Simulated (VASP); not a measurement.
The system is AlSiB.

```xyz
3
Lattice="3.6983 0.0000 0.0000 -1.8492 3.2028 0.0000 0.0000 0.0000 3.2640" Properties=species:S:1:pos:R:3 pbc="T T T"
Al    0.0000    0.0000    1.6320
Si    1.8492    1.0676    1.6320
B     0.0000    2.1352    0.0000
```

| Property | Result |
| --- | --- |
| Program | VASP 6.6.1 |
| Task | relaxation of cell and atoms |
| Functional | PBE |
| Potentials or basis | VASP PAW PBE potentials, release 64 (Al, Si, B) |
| Cutoff | 600 eV |
| k mesh | 6 × 6 × 6 |
| Occupations | gaussian, width 0.1 eV |
| Spin | no spin polarisation |

At the start: pressure 24.8 GPa; volume 12.89 Å³/atom.

Q: How do energy, volume and symmetry change on relaxing?

A: Over 15 steps the energy falls by 491.5 meV/atom and the volume is 13.53 Å³/atom (+5.0 %); space group P-6m2 (No. 187, to 0.05 Å).

Step by step:
```csv
step,energy change (eV),largest force (eV/Å),pressure (GPa),volume (Å³)
1,0.0000,0.0000,24.79,38.66
2,-0.9743,0.0000,-8.35,50.37
3,-1.0548,0.0000,-3.58,47.08
4,-1.1581,0.0000,-2.76,45.24
5,-1.3683,0.0000,3.34,39.67
6,2.9009,0.0000,94.43,28.35
7,-1.3963,0.0000,4.30,39.13
8,-0.7135,0.0000,26.25,33.77
9,-1.4216,0.0000,5.84,38.36
10,-1.4243,0.0000,5.46,38.42
11,-1.4397,0.0000,5.37,38.39
12,-1.4621,0.0000,3.06,39.25
13,-1.4736,0.0000,-0.46,40.82
14,-1.4740,0.0000,0.06,40.57
15,-1.4746,0.0000,0.01,40.60
```

Final structure:
```
Al Si B
1.0
     4.25853    0.00000    0.00000
    -2.12926    3.68799    0.00000
     0.00000    0.00000    2.58485
Al Si B
1 1 1
Direct
  0.00000 0.00000 0.50000
  0.66667 0.33333 0.50000
  0.33333 0.66667 0.00000
```
